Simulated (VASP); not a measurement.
Al7N8 (a cell with a defect), 15 atoms in the cell. The cell holds a defect, 15 atoms: a = 6.227 Å, b = 6.227 Å, c = 6.227 Å, α = 60.00°, β = 60.00°, γ = 60.00°. 

| Item | Value |
| --- | --- |
| Program | VASP 6.6.1 |
| Task | relaxation of the atoms |
| Functional | PBE |
| Potentials or basis | VASP PAW PBE potentials, release 64 (Al, N) |
| Cutoff | 520 eV |
| k mesh | 4 × 4 × 4 |
| Occupations | tetrahedron |
| Spin | no spin polarisation |
| Dipole correction | no |
| Further INCAR settings | LREAL = Auto; ALGO = Normal; EDIFF = 1e-06; IBRION = 2; EDIFFG = -0.02; NSW = 70 |

Potentials or basis: VASP PAW PBE potentials, release 64 (Al, N).

Command:

```sh
$ cat potpaw_PBE.64/Al/POTCAR potpaw_PBE.64/N/POTCAR > POTCAR
$ mpirun -np 1 vasp_std > vasp.out
```

Hardware: 1 thread of Intel Xeon 8259CL (shared host).

Question: Estimate the wall time of this run.

Answer: Wall time 19 min on 1 thread of Intel Xeon 8259CL (shared host), peak memory 0.34 GiB. Counts: scf iterations 54, k points 8, ion steps 6.
